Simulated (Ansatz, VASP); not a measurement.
# One calculation of TiO2, two programs

```
CELL_PARAMETERS angstrom
-1.88489 1.88489 4.77588
1.88489 -1.88489 4.77588
1.88489 1.88489 -4.77588
ATOMIC_POSITIONS crystal
Ti 0.00000 0.00000 0.00000
Ti 0.75000 0.25000 0.50000
O 0.20753 0.20753 0.00000
O 0.95753 0.45753 0.50000
O 0.54247 0.04247 0.50000
O 0.79247 0.79247 0.00000
```

Alike in both runs: functional PBEsol; k mesh 12 × 12 × 12; occupations fermi-dirac, width 0.08 eV; no spin polarisation.

Ansatz relaxed the structure, and its values are those at the end. VASP's run is a single point on that final structure, the one shown.

|  | VASP | Ansatz |
| --- | --- | --- |
| version | VASP 6.6.1 | Ansatz 0.2.0 |
| potentials or method | VASP PAW PBE potentials, release 64 (Ti_sv, O) | PAW with Ansatz's default frozen-core files, scalar-relativistic |
| plane-wave cutoff (eV) | 520 | 420 |
| valence electrons in the cell | 48 | 48 |

```csv
,VASP,Ansatz,Ansatz less VASP
pressure (GPa),0.7,0.0,-0.72
rms of the force components (eV/Å),0.009,0.000,-0.0094
```

VASP's potentials were made for PBE, not for PBEsol.
